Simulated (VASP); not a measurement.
# CuI (F-43m) in VASP: further runs

The runs below take CuI through relaxation of cell and atoms, single point, with LDA, PBEsol, PBE.

Everything below comes from runs of VASP 6.6.1. Logs are shortened: lines on timing, memory, paths and dates and some standing lists are left out, and cuts for length are marked.

**1. The cell of the first run**

Symmetry: F-43m, No. 216, cubic system. The conventional cell has a = 6.063 Å, b = 6.063 Å, c = 6.063 Å, α = 90.00°, β = 90.00°, γ = 90.00°. Within 3.5 Å of I (site symmetry -43m) lie 4 Cu at 2.63 Å. Within 3.5 Å of Cu (site symmetry -43m) lie 4 I at 2.63 Å.

**2. Relaxation of cell and atoms, LDA**

The input, INCAR:

```
SYSTEM = CuI
PREC = Accurate ; ENCUT = 600
EDIFF = 1E-7 ; ISMEAR = -1
SIGMA = 0.05 ; LREAL = .False.
LASPH = .True. ; NELM = 80
ALGO = Normal ; ISIF = 3
LWAVE = .False. ; LCHARG = .False.
IBRION = 2 ; NSW = 60
EDIFFG = -0.01
```

The input, KPOINTS:

```
Automatic mesh
0
Gamma
  8 8 8
  0 0 0
```

The input, POSCAR:

```
CuI
1.0
    0.0000000000      3.0315000000      3.0315000000
    3.0315000000      0.0000000000      3.0315000000
    3.0315000000      3.0315000000      0.0000000000
I Cu
1 1
Direct
    0.0000000000      0.0000000000      0.0000000000
    0.7500000000      0.7500000000      0.7500000000
```

Potentials or basis: VASP PAW LDA potentials, release 64 (I, Cu).

Command:

```bash
$ cat potpaw_LDA.64/I/POTCAR potpaw_LDA.64/Cu/POTCAR > POTCAR
$ mpirun -np 1 vasp_std > vasp.out
```

OUTCAR:

```text
SYSTEM = CuI
   PREC = Accurate
   ENCUT = 600
   EDIFF = 1E-7
   ISMEAR = -1
   LREAL = .False.
   LASPH = .True.
   NELM = 80
   ISIF = 3
   IBRION = 2
   NSW = 60
   EDIFFG = -0.01

 ion  position               nearest neighbor table
   1  0.000  0.000  0.000-   2 2.63   2 2.63   2 2.63   2 2.63
   2  0.750  0.750  0.750-   1 2.63   1 2.63   1 2.63   1 2.63

  LATTYP: Found a face centered cubic cell.
 ALAT       =     6.0630000000

  Lattice vectors:

 A1 = (   0.0000000000,   3.0315000000,   3.0315000000)
 A2 = (   3.0315000000,   0.0000000000,   3.0315000000)
 A3 = (   3.0315000000,   3.0315000000,   0.0000000000)

Analysis of symmetry for initial positions (statically):
=====================================================================
 Subroutine PRICEL returns:
 Original cell was already a primitive cell.

 Routine SETGRP: Setting up the symmetry group for a
 face centered cubic supercell.

 Subroutine GETGRP returns: Found 24 space group operations
 (whereof 24 operations were pure point group operations)
 out of a pool of 48 trial point group operations.

The static configuration has the point symmetry T_d .

Analysis of symmetry for dynamics (positions and initial velocities):
=====================================================================
 Subroutine PRICEL returns:
 Original cell was already a primitive cell.

 Routine SETGRP: Setting up the symmetry group for a
 face centered cubic supercell.

 Subroutine GETGRP returns: Found 24 space group operations
 (whereof 24 operations were pure point group operations)
 out of a pool of 48 trial point group operations.

The dynamic configuration has the point symmetry T_d .

 Subroutine INISYM returns: Found 24 space group operations
 (whereof 24 operations are pure point group operations),
 and found     1 'primitive' translations

----------------------------------------------------------------------------------------

                                     Primitive cell

  volume of cell :      55.7189

  direct lattice vectors                    reciprocal lattice vectors
     0.000000000  3.031500000  3.031500000    -0.164934851  0.164934851  0.164934851
     3.031500000  0.000000000  3.031500000     0.164934851 -0.164934851  0.164934851
     3.031500000  3.031500000  0.000000000     0.164934851  0.164934851 -0.164934851

  length of vectors
     4.287188414  4.287188414  4.287188414     0.285675541  0.285675541  0.285675541

  position of ions in fractional coordinates (direct lattice)
     0.000000000  0.000000000  0.000000000
     0.750000000  0.750000000  0.750000000

  ion indices of the primitive-cell ions
   primitive index   ion index
                 1           1
                 2           2

----------------------------------------------------------------------------------------

 KPOINTS: Automatic mesh

Automatic generation of k-mesh.
 Grid dimensions read from file:
 generate k-points for:    8    8    8

 Generating k-lattice:

  Cartesian coordinates                     Fractional coordinates (reciprocal lattice)
    -0.020616856  0.020616856  0.020616856     0.125000000  0.000000000  0.000000000
     0.020616856 -0.020616856  0.020616856     0.000000000  0.125000000  0.000000000
     0.020616856  0.020616856 -0.020616856     0.000000000  0.000000000  0.125000000

  Length of vectors
     0.035709443  0.035709443  0.035709443

  Shift w.r.t. Gamma in fractional coordinates (k-lattice)
     0.000000000  0.000000000  0.000000000

 Subroutine IBZKPT returns following result:
 ===========================================

 Found     29 irreducible k-points:

 Following reciprocal coordinates:
            Coordinates               Weight
  0.000000  0.000000  0.000000      1.000000
  0.125000  0.000000  0.000000      8.000000
  0.250000  0.000000  0.000000      8.000000
  0.375000  0.000000  0.000000      8.000000
  0.500000  0.000000  0.000000      4.000000
  0.125000  0.125000  0.000000      6.000000
[... 16 lines left out ...]
  0.500000  0.250000  0.125000     48.000000
 -0.375000  0.250000  0.125000     24.000000
 [... further k-points ...]
   k-points           NKPTS =     29   k-points in BZ     NKDIM =     29   number of bands    NBANDS=     13
   number of dos      NEDOS =    301   number of ions     NIONS =      2
   total plane-waves  NPLWV =  46656
   dimension x,y,z NGX =    36 NGY =   36 NGZ =   36
   dimension x,y,z NGXF=    72 NGYF=   72 NGZF=   72
   ions per type =               1   1
   NGX,Y,Z   is equivalent  to a cutoff of  13.96, 13.96, 13.96 a.u.
   NGXF,Y,Z  is equivalent  to a cutoff of  27.92, 27.92, 27.92 a.u.
 SYSTEM =  CuI
   PREC   = accura    normal or accurate (medium, high low for compatibility)
   ISTART =      0    job   : 0-new  1-cont  2-samecut
   ICHARG =      2    charge: 1-file 2-atom 10-const
   ISPIN  =      1    spin polarized calculation?
   LNONCOLLINEAR =      F non collinear calculations
   LSORBIT =      F    spin-orbit coupling
   LASPH  =      T    aspherical Exc in radial PAW
   ENCUT  =  600.0 eV  44.10 Ry    6.64 a.u.   8.56  8.56  8.56*2*pi/ulx,y,z
   NELM   =     80;   NELMIN=  2; NELMDL= -5     # of ELM steps
   EDIFF  = 0.1E-06   stopping-criterion for ELM
   LREAL  =      F    real-space projection
   EDIFFG = -.1E-01   stopping-criterion for IOM
   NSW    =     60    number of steps for IOM
   IBRION =      2    ionic relax: 0-MD 1-quasi-New 2-CG
   NFREE  =      1    steps in history (QN), initial steepest desc. (CG)
   ISIF   =      3    stress and relaxation
   ISYM   =      2    0-nonsym 1-usesym 2-fastsym
   POTIM  = 0.5000    time-step for ionic-motion
   TEBEG  =    0.0;   TEEND  =   0.0 temperature during run
   PSTRESS=    0.0 pullay stress
   NELECT =      18.0000    total number of electrons
   NUPDOWN=      -1.0000    fix difference up-down
   EMIN   =  10.00;   EMAX   =-10.00  energy-range for DOS
   EFERMI =   0.00;   METHOD = LEGACY
   ISMEAR =    -1;   SIGMA  =   0.05  broadening in eV -4-tet -1-fermi 0-gaus
   EFERMI_NEDOS =   21; number of points for ismear=-14 and -15
   IALGO  =     38    algorithm
   IMIX   =      4    mixing-type and parameters
     AMIX     =   0.40;   BMIX     =  1.00
     AMIX_MAG =   1.60;   BMIX_MAG =  1.00
  volume/ion in A,a.u.               =      27.86       188.00
  Fermi-wavevector in a.u.,A,eV,Ry     =   1.123306  2.122741 17.168055  1.261816
  Thomas-Fermi vector in A             =   2.259971
   LORBIT       =      0    0 simple, 1 ext, 2 COOP (PROOUT), +10 PAW based schemes
   GGA     = CA    functional components
   LHFCALC =     F    Hartree Fock is set to
   AEXX    =    0.0000 exact exchange contribution
   IVDW    =     0    specifies the selected vdW correction
   LEPSILON=     F    determine dielectric tensor
   LRPA    =     F    only Hartree local field effects (RPA)
 conjugate gradient relaxation of ions
 non-spin polarized calculation
  energy-cutoff  :      600.00
  volume of cell :       55.72
 maximum number of plane-waves:      1880
 NGX is ok and might be reduce to    36
   NGX = 17   NGY = 17   NGZ = 17

--------------------------------------- Ionic step        1  -------------------------------------------

 number of electron      18.0000006 magnetization

 Free energy of the ion-electron system (eV)
  ---------------------------------------------------
  ext. energy  EPLUGINS =         0.00000000
  ---------------------------------------------------
  free energy    TOTEN  =        -6.91847325 eV

  energy without entropy =       -6.91847278  energy(sigma->0) =       -6.91847301

 E-fermi :   4.7033     XC(G=0):  -9.3092

 val. band max:        4.1647548926   @ k =   0.0000   0.0000   0.0000
 cond. band min:       5.1620118587   @ k =   0.0000   0.0000   0.0000
 fundamental gap:      0.9972569662
 Fermi energy:         4.7032705569

 k-point     1 :       0.0000    0.0000    0.0000
  band No.  band energies     occupation
      1      -9.8172      2.00000
      2       0.5388      2.00000
      3       0.5388      2.00000
      4       0.5388      2.00000
      5       2.2461      2.00000
      6       2.2461      2.00000
      7       4.1648      1.99996
      8       4.1648      1.99996
      9       4.1648      1.99996
     10       5.1620      0.00021
     11       9.0326      0.00000
     12       9.0326      0.00000
     13       9.0326      0.00000
[... 353 lines left out ...]
 k-point    24 :      -0.3750    0.2500    0.1250
  band No.  band energies     occupation
      1      -9.1700      2.00000
      2      -1.1291      2.00000
      3       0.0177      2.00000
      4       0.5307      2.00000
      5       2.1814      2.00000
      6       2.2568      2.00000
      7       2.3724      2.00000
      8       2.8123      2.00000
      9       3.1306      2.00000
     10       7.6055      0.00000
     11       8.7756      0.00000
     12      10.3470      0.00000
     13      11.4963      0.00000

 [... further k-points ...]

------------------------ aborting loop because EDIFF is reached ----------------------------------------

  FORCE on cell =-STRESS in cart. coord.  units (eV):
  Direction    XX          YY          ZZ          XY          YZ          ZX
  --------------------------------------------------------------------------------------
  -------------------------------------------------------------------------------------
  Total       -1.4824854     -1.4824854     -1.4824854      0.0000000     -0.0000000      0.0000000
  in kB      -42.6283270    -42.6283270    -42.6283270      0.0000000     -0.0000000      0.0000000
  external PRESSURE =     -42.6283270 kB  Pullay stress =       0.0000000 kB
[... 201 lines left out ...]
  energy  without entropy=       -6.9970939311  energy(sigma->0) =       -6.99709395

--------------------------------------- Ionic step        7  -------------------------------------------

 number of electron      18.0000003 magnetization

 Free energy of the ion-electron system (eV)
  ---------------------------------------------------
  ext. energy  EPLUGINS =         0.00000000
  ---------------------------------------------------
  free energy    TOTEN  =        -6.99709397 eV

  energy without entropy =       -6.99709394  energy(sigma->0) =       -6.99709396

 E-fermi :   5.9774     XC(G=0):  -9.7512

 val. band max:        5.3047123029   @ k =   0.0000   0.0000   0.0000
 cond. band min:       6.5807151990   @ k =   0.0000   0.0000   0.0000
 fundamental gap:      1.2760028960
 Fermi energy:         5.9773577968

 k-point     1 :       0.0000    0.0000    0.0000
  band No.  band energies     occupation
      1      -9.2390      2.00000
      2       1.1885      2.00000
      3       1.1885      2.00000
      4       1.1885      2.00000
      5       2.9397      2.00000
      6       2.9397      2.00000
      7       5.3047      2.00000
      8       5.3047      2.00000
      9       5.3047      2.00000
     10       6.5807      0.00001
     11      10.0590      0.00000
     12      10.0590      0.00000
     13      10.0590      0.00000
[... 353 lines left out ...]
 k-point    24 :      -0.3750    0.2500    0.1250
  band No.  band energies     occupation
      1      -8.4078      2.00000
      2      -0.5856      2.00000
      3       0.6497      2.00000
      4       1.2192      2.00000
      5       2.8600      2.00000
      6       2.9505      2.00000
      7       3.0876      2.00000
      8       3.6323      2.00000
      9       4.0160      2.00000
     10       8.9542      0.00000
     11       9.7957      0.00000
     12      11.6558      0.00000
     13      12.8886      0.00000

 [... further k-points ...]

------------------------ aborting loop because EDIFF is reached ----------------------------------------

  FORCE on cell =-STRESS in cart. coord.  units (eV):
  Direction    XX          YY          ZZ          XY          YZ          ZX
  --------------------------------------------------------------------------------------
  -------------------------------------------------------------------------------------
  Total       -0.0158996     -0.0158996     -0.0158996     -0.0000000     -0.0000000      0.0000000
  in kB       -0.5043223     -0.5043223     -0.5043223     -0.0000000     -0.0000000      0.0000000
  external PRESSURE =      -0.5043223 kB  Pullay stress =       0.0000000 kB
[... 17 lines left out ...]
  FREE ENERGIE OF THE ION-ELECTRON SYSTEM (eV)
  ---------------------------------------------------
  free  energy   TOTEN  =        -6.9970939731 eV

  energy  without entropy=       -6.9970939413  energy(sigma->0) =       -6.99709396

 reached required accuracy - stopping structural energy minimisation
```

Wall time 71 s (1 thread of Intel Xeon Platinum 8488C (Sapphire Rapids), shared host); peak memory 0.19 GiB.

Results:

```
Free energy                           : -6.9971 eV
Relaxed volume                        : 25.26 Å³/atom
Relaxed cell                          : a = 4.149 Å, b = 4.149 Å, c = 4.149 Å, α = 60.00°, β = 60.00°, γ = 60.00°
Space group after relaxing (to 0.1 Å) : F-43m (No. 216)
Energy gained by relaxing             : 39.3 meV/atom
Ionic steps                           : 7
Pressure after relaxing               : -0.1 GPa
Band gap on the k mesh                : 1.28 eV
```

Step by step:
```
step  energy change (eV)  largest force (eV/Å)  pressure (GPa)  volume (Å³)
   1              0.0000                0.0000           -4.26        55.72
   2             -0.0777                0.0000            0.53        49.95
   3             -0.0786                0.0000            0.08        50.41
   4             -0.0786                0.0000           -0.07        50.52
   5             -0.0786                0.0000           -0.07        50.52
   6             -0.0786                0.0000           -0.06        50.51
   7             -0.0786                0.0000           -0.05        50.51
```

Final structure:
```
CELL_PARAMETERS angstrom
0.00000 2.93395 2.93395
2.93395 0.00000 2.93395
2.93395 2.93395 0.00000
ATOMIC_POSITIONS crystal
I 0.00000 0.00000 0.00000
Cu 0.75000 0.75000 0.75000
```

Caveat: spin-orbit coupling is left out, which moves the levels of the heavy elements. Expect the measured gap to be larger: semilocal functionals such as LDA lack the derivative discontinuity.

[end of part 1 of 2]
